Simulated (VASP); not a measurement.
Wanted: the native input for a VASP 6.6.1 run.

```yaml
Task: relaxation of shape and atoms at fixed volume
Functional: PBEsol
Potentials_or_basis: VASP PAW PBE potentials, release 64 (Mg)
Cutoff: 600 eV
k_mesh: 18 × 18 × 8
Occupations: gaussian, width 0.1 eV
Spin: no spin polarisation
Dipole_correction: no
Further_INCAR_settings: ALGO = Normal; EDIFF = 1e-06; IBRION = 2; EDIFFG = -0.01; NSW = 50; ISIF = 4
```

The structure of Mg lies in POSCAR:

```
Mg
1.0
    3.1221260888      0.0000000000      0.0000000000
   -1.5610630444      2.7038405067      0.0000000000
    0.0000000000      0.0000000000      5.0092052449
Mg
2
Direct
    0.3333333333      0.6666666667      0.2500000000
    0.6666666667      0.3333333333      0.7500000000
```

These files were run (other wordings do the same):

INCAR

```
PREC     = Accurate       # precision mode
ENCUT    = 600            # plane-wave cutoff, eV
EDIFF    = 1E-6           # SCF threshold, eV
ISMEAR   = 0              # smearing method
SIGMA    = 0.1            # smearing width, eV
LREAL    = F              # projectors in reciprocal space
LASPH    = T              # aspherical terms in the spheres
NELM     = 100            # most SCF steps
ALGO     = Normal         # electronic algorithm
ISIF     = 4              # what is computed and relaxed
LWAVE    = F              # write WAVECAR
LCHARG   = F              # write CHGCAR
GGA      = PS             # functional
IBRION   = 2              # ionic algorithm
NSW      = 50             # ionic steps
EDIFFG   = -0.01          # ionic threshold
```

KPOINTS

```
regular mesh
0
Gamma
  18 18 8
```

Potentials or basis: VASP PAW PBE potentials, release 64 (Mg).

Command:

```console
$ cat potpaw_PBE.64/Mg/POTCAR > POTCAR
$ mpirun -np 1 vasp_std > vasp.out
```

It gave:

```json
{
 "Pressure after relaxing": "2.6 GPa",
 "Band gap on the k mesh": "zero (bands 2 and 3 overlap by 2.14 eV)"
}
```

Caveat: the PAW data sets were made with another functional, which shifts forces and pressure a little.

It took 67 s on 1 thread of Intel Xeon 8259CL, on a shared host, peak memory 0.22 GiB.
